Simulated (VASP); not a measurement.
Runs of VASP 6.6.1 on Pb. The structure is that of space group Fd-3m (No. 227), or close to it. The cells are those of the table. 

| task | cell | gap on the mesh (eV) | pressure (GPa) |
| --- | --- | --- | --- |
| single point | a = 4.847 Å, angles 60.0°, 2 atoms | none | 2.7 |
| electric field gradients | a = 4.912, b = 4.912, c = 4.863 Å, angles 60.3, 60.3, 59.3°, 2 atoms | none | 1.6 |
| electric field gradients | a = 4.896 Å, angles 60.0°, 2 atoms | none | 1.6 |
| single point | a = 4.937, b = 4.937, c = 4.863 Å, angles 60.5, 60.5, 59.0°, 2 atoms | none | 1.3 |
| electric field gradients | a = 4.798 Å, angles 60.0°, 2 atoms | none | (b) |
| electric field gradients | a = 4.823 Å, angles 60.0°, 2 atoms | none | (a) |
| electric field gradients | a = 4.880 Å, angles 60.0°, 2 atoms | none | 2.0 |
| electric field gradients | a = 4.959 Å, angles 60.0°, 2 atoms | none | 0.5 |

Alike in all rows: level PBE; potentials or basis VASP PAW PBE potentials, release 64 (Pb_d); no spin polarisation; k mesh 8 × 8 × 8; cutoff (eV) 520; smearing fermi-dirac 0.05 eV.

Q: Estimate the missing entries.

A: (a) 3.3; (b) 3.9.

Caveats: spin-orbit coupling is left out, which moves the levels of the heavy elements.

A k mesh can miss the band edges, and the runs leave out spin-orbit coupling on Pb.

A gap of «none» marks levels without a gap at the run's occupations.
